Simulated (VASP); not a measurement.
Set up this calculation in VASP 6.6.1, as the native input.

```yaml
Task: single point
Functional: PBE
Potentials_or_basis: VASP PAW PBE potentials, release 64 (Ir)
Cutoff: 520 eV
k_mesh: 15 × 15 × 1
Occupations: fermi-dirac, width 0.1 eV
Spin: no spin polarisation
Dipole_correction: no
Further_INCAR_settings: ALGO = Normal; EDIFF = 1e-06; NBANDS = 30
```

The structure of Ir lies in POSCAR:

```
Ir
1.0
    2.7380282313      0.0000000000      0.0000000000
   -1.3690141156      2.3712020046      0.0000000000
    0.0000000000      0.0000000000     24.9424000000
Ir
5
Direct
    0.8333333333      0.1666666667      0.3228464568
    0.1666666667      0.8333333333      0.4105996875
    0.5000000000      0.5000000000      0.5000000009
    0.8333333333      0.1666666667      0.5894003130
    0.1666666667      0.8333333333      0.6771535418
```

The input as run:

INCAR

```
PREC = Accurate
ENCUT = 520
EDIFF = 1E-6
ISMEAR = -1
SIGMA = 0.1
LREAL = F
LASPH = T
NELM = 100
ALGO = Normal
ISIF = 2
LWAVE = F
LCHARG = F
GGA = PE
NBANDS = 30
```

KPOINTS

```
Automatic mesh
0
Gamma
  15 15 1
```

Potentials or basis: VASP PAW PBE potentials, release 64 (Ir).

The run is started by

```sh
$ cat potpaw_PBE.64/Ir/POTCAR > POTCAR
$ mpirun -np 1 vasp_std > vasp.out
```

Results of the run:

The largest force is 0.026 eV/Å.

Run time: 3.5 min on 1 thread of Intel(R) Xeon(R) Platinum 8488C (Sapphire Rapids) (shared host), peak memory 0.3 GiB.
